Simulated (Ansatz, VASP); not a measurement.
**Pb in VASP and in Ansatz**

The input INCAR:

```
SYSTEM = Pb
PREC = Accurate
ENCUT = 520
EDIFF = 1E-6
ISMEAR = 0
SIGMA = 0.15
LREAL = .False.
LASPH = .True.
NELM = 60
ALGO = Fast
ISIF = 2
LWAVE = .False.
LCHARG = .False.
GGA = PS
NBANDS = 21
```

The input KPOINTS:

```
Automatic mesh
0
Gamma
  18 18 10
  0 0 0
```

Contents of POSCAR:

```
Pb
1.0
    3.6192007182      0.0000000000      0.0000000000
   -1.8096003591      3.1343197634      0.0000000000
    0.0000000000      0.0000000000      5.5900000000
Pb
2
Direct
    0.3333333333      0.6666666667      0.2500000000
    0.6666666667      0.3333333333      0.7500000000
```

Input for Ansatz:

```yaml
crystal:
  lattice:
    - [3.6192007182, 0.0, 0.0]
    - [-1.8096003591, 3.1343197634, 0.0]
    - [0.0, 0.0, 5.59]
  atoms:
    - { symbol: Pb, position: [0.3333333333, 0.6666666667, 0.25] }
    - { symbol: Pb, position: [0.6666666667, 0.3333333333, 0.75] }
basis:
  ecutwfc: 420
kpoints:
  mp_grid: { grid: [18, 18, 10] }
hamiltonian:
  xc: pbesol
scf:
  occupations: { method: gaussian, width: 0.15 }
output:
  forces: true
  stress: true
  eigenvalues: true
```

Change from the starting cell: strain +0.040 along x and y, +0.000 along z, atoms carried along.

Alike in both runs: task single point; functional PBEsol; k mesh 18 × 18 × 10; occupations gaussian, width 0.15 eV; no spin polarisation.

|  | VASP | Ansatz |
| --- | --- | --- |
| version | VASP 6.6.1 | Ansatz 0.2.0 |
| potentials or method | VASP PAW PBE potentials, release 64 (Pb_d), cutoff 520 eV | scalar-relativistic, plane waves, PAW |
| valence electrons in the cell | 28 | 28 |

```csv
,VASP,Ansatz,Ansatz less VASP
gap on the k mesh at the Fermi level (eV),none,none,-
pressure (GPa),-2.3,-2.3,+0.03
"traceless stress, the component that is largest in VASP (GPa)",1.60,1.59,-0.017
```

VASP's potentials were made for PBE, not for PBEsol. A gap of «none» marks a metal or a gap that the smearing closes. With one functional, cell and mesh, what is left measures potentials, basis and numerics.

Neither program's run includes spin-orbit coupling.
